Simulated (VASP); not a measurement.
A run of VASP 6.6.1 is set up as follows.

File INCAR:

```
  PREC = Accurate
  ENCUT = 520
  EDIFF = 1E-7
  ISMEAR = -1
  SIGMA = 0.02
  LREAL = Auto
  LASPH = True
  NELM = 150
  ALGO = Normal
  ISIF = 2
  LWAVE = False
  LCHARG = True
  ISPIN = 2
  MAGMOM = 0 0 0 0 0 0 0 0 0 0 0 0 0 0 0 0 1
  LORBIT = 11
  GGA = PS
  LELF = True
  LVHAR = True
  NBANDS = 52
```

Contents of KPOINTS:

```
Automatic mesh
0
Gamma
  2 2 2
```

POSCAR

```
AlSi16
1.0
    0.0000000000      5.4300000000      5.4300000000
    5.4300000000      0.0000000000      5.4300000000
    5.4300000000      5.4300000000      0.0000000000
Si Al
16 1
Direct
   -0.0406906077      0.0620349908     -0.0325506446
    0.0405709024      0.1976427256      0.1557090239
    0.0476611418     -0.0073480663      0.4850092081
    0.1087476980      0.2220441989      0.5735543278
   -0.0266666667      0.5694659300     -0.0167771639
    0.1361878453      0.7020994475      0.0457274401
    0.0248895028      0.5796040516      0.4179650092
    0.1725874770      0.6404327808      0.6246316759
    0.4718324125      0.0150920810     -0.0079650092
    0.5581215470      0.1949907919      0.0858379374
    0.4882136280      0.0309023941      0.4644751381
    0.7016758748      0.0375506446      0.5901841621
    0.5071362799      0.5548895028     -0.0464917127
    0.6002117864      0.6199539595      0.1491620626
    0.5717679558      0.4566850829      0.5274769797
    0.6417587477      0.6677624309      0.5935819521
    0.2681215470      0.2716390424      0.7428729282
```

Potentials or basis: VASP PAW PBE potentials, release 64 (Si, Al).

The run is started by

```console
$ cat potpaw_PBE.64/Si/POTCAR potpaw_PBE.64/Al/POTCAR > POTCAR
$ mpirun -np 1 vasp_std > vasp.out
```

(1) What does it give for the largest force?

(2) Predict the pressure.

(3) Predict the net moment.

Answers

(1) 2.436 eV/Å.

(2) 1.8 GPa.

(3) 0.00 μB per cell.

Caveat: the k points lie up to 0.50 Å⁻¹ apart; the PAW data sets were made with another functional, which shifts forces and pressure a little.
